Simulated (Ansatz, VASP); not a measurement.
**Cs: VASP beside Ansatz**

```xyz
2
Lattice="-2.5538 2.5538 9.5961 2.5538 -2.5538 9.5961 2.5538 2.5538 -9.5961" Properties=species:S:1:pos:R:3 pbc="T T T"
Cs    2.5538    0.0000    4.7980
Cs    0.0000    0.0000    9.5961
```

Alike in both runs: task single point; functional PBEsol; k mesh 5 × 5 × 5; occupations fermi-dirac, width 0.2 eV; no spin polarisation.

|  | VASP | Ansatz |
| --- | --- | --- |
| version | VASP 6.6.1 | Ansatz 0.2.0 |
| potentials or method | VASP PAW PBE potentials, release 64 (Cs_sv) | plane waves, PAW |
| plane-wave cutoff (eV) | 520 | 420 |
| valence electrons in the cell | 18 | 18 |

```csv
,VASP,Ansatz,Ansatz less VASP
gap on the k mesh at the Fermi level (eV),none,none,-
pressure (GPa),-0.1,-0.1,+0.01
"traceless stress, the component that is largest in VASP (GPa)",-0.08,-0.08,0.000
```

VASP's potentials were made for PBE, not for PBEsol. A gap of «none» marks a metal or a gap that the smearing closes. With one functional, cell and mesh, what is left measures potentials, basis and numerics. Ansatz's warnings: force scf threshold loose, stress scf threshold loose.

Neither program's run includes spin-orbit coupling.
